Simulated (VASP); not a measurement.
Here is a VASP 6.6.1 calculation.

INCAR

```
PREC = Accurate ; ENCUT = 600
EDIFF = 1E-6 ; ISMEAR = 0
SIGMA = 0.1 ; LREAL = F
LASPH = T ; NELM = 80
ALGO = Normal ; ISIF = 4
LWAVE = F ; LCHARG = F
GGA = PE ; IBRION = 2
NSW = 50 ; EDIFFG = -0.01
```

File KPOINTS:

```
Automatic mesh
0
Gamma
  6 6 6
```

Contents of POSCAR:

```
PrHRh3
1.0
    2.8633068978      1.6531310082      2.3380750591
   -2.8633068978      1.6531310082      2.3380750591
    0.0000000000     -3.3062620164      2.3380750591
Pr H Rh
1 1 3
Direct
    1.0107777174      1.0107777174      1.0107777174
    0.5110120009      0.5110120009      0.5110120009
    0.5106327075      0.0106106866      0.5106327075
    0.5106327075      0.5106327075      0.0106106866
    0.0106106866      0.5106327075      0.5106327075
```

Potentials or basis: VASP PAW PBE potentials, release 64 (Pr, H, Rh_pv).

The run is started by

```console
$ cat potpaw_PBE.64/Pr/POTCAR potpaw_PBE.64/H/POTCAR potpaw_PBE.64/Rh_pv/POTCAR > POTCAR
$ mpirun -np 1 vasp_std > vasp.out
```

Q: What does it give for the band gap on the k mesh?

A: Zero (an odd number of electrons rules out a gap without spin polarisation).

Forces on the atoms (eV/Å):
```
Pr   0.000  0.000 -0.006
H    0.000  0.000  0.000
Rh  -0.001  0.001  0.002
Rh   0.000 -0.001  0.002
Rh   0.001  0.001  0.002
```

Caveat: the relaxation stopped at its first step, so nothing moved; spin-orbit coupling is left out, which moves the levels of the heavy elements; semilocal functionals describe open f shells poorly, which spoils levels, moments and volumes. Spin polarisation is off, so any magnetic state and its effect on volume and gap are missing.
